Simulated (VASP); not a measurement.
Input of a VASP 6.6.1 run:

INCAR

```
SYSTEM = CoO
ALGO = Normal
EDIFF = 1E-7
ENCUT = 520
GGA = PE
ISIF = 2
ISMEAR = 0
ISPIN = 2
LASPH = .True.
LCHARG = .False.
LMAXMIX = 4
LORBIT = 11
LREAL = .False.
LWAVE = .False.
MAGMOM = 2.76 0
NBANDS = 18
NELM = 150
PREC = Accurate
SIGMA = 0.05
```

KPOINTS

```
k-points
0
Gamma
  14 14 14
  0 0 0
```

Contents of POSCAR:

```
CoO
1.0
    0.0000000000      2.1245315514      2.1245315514
    2.1245315514      0.0000000000      2.1245315514
    2.1245315514      2.1245315514      0.0000000000
Co O
1 1
Direct
    0.0000000000      0.0000000000      0.0000000000
    0.5000000000      0.5000000000      0.5000000000
```

Potentials or basis: VASP PAW PBE potentials, release 64 (Co, O).

The run is started by

```sh
$ cat potpaw_PBE.64/Co/POTCAR potpaw_PBE.64/O/POTCAR > POTCAR
$ mpirun -np 1 vasp_std > vasp.out
```

(1) Predict the site moments.

(2) Estimate the net moment.

(3) What does it give for the pressure?

## Answers

(1) Co +2.57; O +0.30 μB.

(2) 2.92 μB per cell.

(3) -0.6 GPa.

Caveat: a cell with one magnetic atom can't hold antiferromagnetic order, which such compounds often take.
